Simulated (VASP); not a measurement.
Here is a VASP 6.6.1 calculation.

The input INCAR:

```
ALGO = Normal ; EDIFF = 1E-7
ENCUT = 520 ; GGA = PE
ISIF = 2 ; ISMEAR = -1
LASPH = True ; LCHARG = False
LREAL = False ; LWAVE = False
NBANDS = 30 ; NELM = 100
PREC = Accurate ; SIGMA = 0.02
```

Contents of KPOINTS:

```
k-points
0
Gamma
  4 4 4
```

The input POSCAR:

```
CsSnI3
1.0
    6.2414907048      0.0000000000      0.0000000000
    0.0000000000      6.2414907048      0.0000000000
    0.0000000000      0.0000000000      5.9918310766
Cs Sn I
1 1 3
Direct
    0.0000000000      0.0000000000      0.0000000000
    0.5000000000      0.5000000000      0.5000000000
    0.5000000000      0.5000000000      0.0000000000
    0.5000000000      0.0000000000      0.5000000000
    0.0000000000      0.5000000000      0.5000000000
```

Potentials or basis: VASP PAW PBE potentials, release 64 (Cs_sv, Sn_d, I).

Command:

```console
$ cat potpaw_PBE.64/Cs_sv/POTCAR potpaw_PBE.64/Sn_d/POTCAR potpaw_PBE.64/I/POTCAR > POTCAR
$ mpirun -np 1 vasp_std > vasp.out
```

(1) What does it give for the pressure?

(2) What does it give for the band gap on the k mesh?

Answers

(1) 1.3 GPa.

(2) 0.07 eV, direct.

Caveat: the cell differs from its parent crystal (uniaxial z strain -4.0%); spin-orbit coupling is left out, which moves the levels of the heavy elements.
